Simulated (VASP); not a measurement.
**Al: single point with r2SCAN**

Crystal: Al.

```xyz
1
Lattice="-1.5912 1.5912 1.6708 1.5912 -1.5912 1.6708 1.5912 1.5912 -1.6708" Properties=species:S:1:pos:R:3 pbc="T T T"
Al    0.0000    0.0000    0.0000
```

This cell differs from its parent crystal: strain +0.000 along x and y, +0.050 along z.

```yaml
Program: VASP 6.6.1
Task: single point
Functional: r2SCAN
Potentials_or_basis: VASP PAW PBE potentials, release 64 (Al)
Cutoff: 520 eV
k_mesh: 20 × 20 × 20
Occupations: gaussian, width 0.15 eV
Spin: no spin polarisation
```

```yaml
Pressure: -3.6 GPa
```

Stress tensor (GPa, compression positive):
```
-4.34  0.00  0.00
 0.00 -4.34  0.00
 0.00  0.00 -2.04
```

Levels at points of the mesh, in eV from the Fermi level:
| k point | band 1 | band 2 | band 3 | band 4 | band 5 |
| --- | --- | --- | --- | --- | --- |
| (0.00, 0.00, 0.00) | -11.67 | 13.54 | 13.54 | 14.70 | 15.22 |
| (0.50, 0.00, 0.00) | -4.69 | -4.11 | 8.98 | 9.01 | 10.89 |
| (0.50, 0.50, 0.00) | -4.43 | -3.66 | 7.96 | 8.02 | 9.66 |
| (0.50, 0.50, 0.50) | 1.05 | 2.45 | 2.45 | 2.58 | 3.31 |

Run time: 2.6 min on 1 thread of Intel Xeon 6975P-C (shared host), peak memory 0.2 GiB.

Caveat: the cell differs from its parent crystal (strain +0.000 along x and y, +0.050 along z); the PAW data sets were made with another functional, which shifts forces and pressure a little.
